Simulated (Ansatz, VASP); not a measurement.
Two plane-wave programs on Ru

```
Ru
1.0
    -1.51625    1.51625    1.51625
     1.51625   -1.51625    1.51625
     1.51625    1.51625   -1.51625
Ru
1
Direct
  0.00000 0.00000 0.00000
```

Alike in both runs: functional r2SCAN; k mesh 15 × 15 × 15; occupations fermi-dirac, width 0.1 eV; no spin polarisation.

Ansatz relaxed the structure, and its values are those at the end. VASP's run is a single point on that final structure, the one shown.

|  | VASP | Ansatz |
| --- | --- | --- |
| version | VASP 6.6.1 | Ansatz 0.2.0 |
| potentials or method | VASP PAW PBE potentials, release 64 (Ru_sv), cutoff 620 eV | plane waves (500 eV) with PAW, scalar-relativistic |
| valence electrons in the cell | 16 | 16 |

|  | VASP | Ansatz | Ansatz less VASP |
| --- | --- | --- | --- |
| pressure (GPa) | 0.1 | 0.0 | -0.08 |

VASP's potentials were made for PBE, not for r2SCAN.
